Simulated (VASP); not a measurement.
Here is a VASP 6.6.1 calculation.

Contents of INCAR:

```
  ALGO = Normal
  EDIFF = 1E-8
  ENCUT = 520
  ISIF = 2
  ISMEAR = -1
  LASPH = T
  LCHARG = F
  LEFG = T
  LREAL = F
  LWAVE = F
  NBANDS = 28
  NELM = 60
  PREC = Accurate
  SIGMA = 0.03
```

Contents of KPOINTS:

```
k-points
0
Gamma
  7 7 6
```

POSCAR

```
PbO
1.0
    3.9611075930      0.0000000000      0.0000000000
    0.0000000000      3.9611075930      0.0000000000
    0.0000000000      0.0000000000      5.0052038879
Pb O
2 2
Direct
    0.0000000000      0.5000000000      0.2351000000
    0.5000000000      0.0000000000      0.7649000000
    0.0000000000      0.0000000000      0.0000000000
    0.5000000000      0.5000000000      0.0000000000
```

Potentials or basis: VASP PAW LDA potentials, release 64 (Pb_d, O).

Command:

```console
$ cat potpaw_LDA.64/Pb_d/POTCAR potpaw_LDA.64/O/POTCAR > POTCAR
$ mpirun -np 1 vasp_std > vasp.out
```

Task: Estimate the band gap on the k mesh.

Result: 1.43 eV, indirect (least direct gap 2.23 eV).

Task: What does it give for the pressure?

Result: -0.8 GPa.

Electric field gradients, principal values (V/Å²):
| atom | least | middle | greatest (by size) |
| --- | --- | --- | --- |
| 1 Pb | 114.430 | 114.430 | -228.860 |
| 2 Pb | 114.430 | 114.430 | -228.860 |
| 3 O | 1.478 | 1.478 | -2.956 |
| 4 O | 1.478 | 1.478 | -2.956 |

Caveat: without QUAD_EFG the Cq values of the log hold for a quadrupole moment of 1 mb, not for the nuclei; spin-orbit coupling is left out, which moves the levels of the heavy elements. A k mesh can miss the band edges.
